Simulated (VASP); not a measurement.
KBr:

```xyz
2
Lattice="0.0000 3.6883 3.6883 3.6883 0.0000 3.6883 3.6883 3.6883 0.0000" Properties=species:S:1:pos:R:3 pbc="T T T"
K     0.0000    0.0000    0.0000
Br    1.8441    1.8441    1.8441
```

Base run:

| Quantity | Value |
| --- | --- |
| Program | VASP 6.6.1 |
| Functional | HSE06 |
| Potentials or basis | VASP PAW PBE potentials, release 64 (K_sv, Br) |
| Cutoff | 520 eV |
| k mesh | 4 × 4 × 4 |
| Occupations | gaussian, width 0.01 eV |
| Spin | no spin polarisation |

Its results: band gap on the k mesh 5.39 eV, indirect (least direct gap 5.40 eV); pressure 0.2 GPa.

Task: The run is repeated on the same cell with these changes: functional from HSE06 to HF. What comes out?

Result: Band gap on the k mesh 11.30 eV, indirect (the least direct gap lies 4.8 meV higher); pressure 1.0 GPa.

Caveats: the PAW data sets were made with another functional, which shifts forces and pressure a little.

A k mesh can miss the band edges.
